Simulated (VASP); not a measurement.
A run of VASP 6.6.1 is set up as follows.

Contents of INCAR:

```
ALGO = Normal ; EDIFF = 1E-7
ENCUT = 520 ; GGA = PE
ISIF = 2 ; ISMEAR = 0
LASPH = True ; LCHARG = False
LREAL = False ; LWAVE = False
NBANDS = 9 ; NELM = 100
PREC = Accurate ; SIGMA = 0.1
```

Contents of KPOINTS:

```
k-points
0
Gamma
  12 12 12
```

Contents of POSCAR:

```
Mg
1.0
    3.6711586697      0.0000000000      0.0000000000
    0.0000000000      3.6711586697      0.0000000000
    0.0681965712      0.0000000000      3.4098285591
Mg
2
Direct
    0.0000000000      0.0000000000      0.0000000000
    0.5000000000      0.5000000000      0.5000000000
```

Potentials or basis: VASP PAW PBE potentials, release 64 (Mg).

Run with:

```bash
$ cat potpaw_PBE.64/Mg/POTCAR > POTCAR
$ mpirun -np 1 vasp_std > vasp.out
```

Question: Predict the pressure.

Answer: -0.2 GPa.

Question: What does it give for the band gap on the k mesh?

Answer: Zero (band 2 reaches 5.94 eV, above the bottom of band 3 at 1.39 eV).

Stress tensor (GPa, compression positive):
```
 0.15  0.00 -0.53
 0.00  0.01  0.00
-0.53  0.00 -0.67
```

Caveat: the cell differs from its parent crystal (shear of c along a, cell held: +2.0 %).
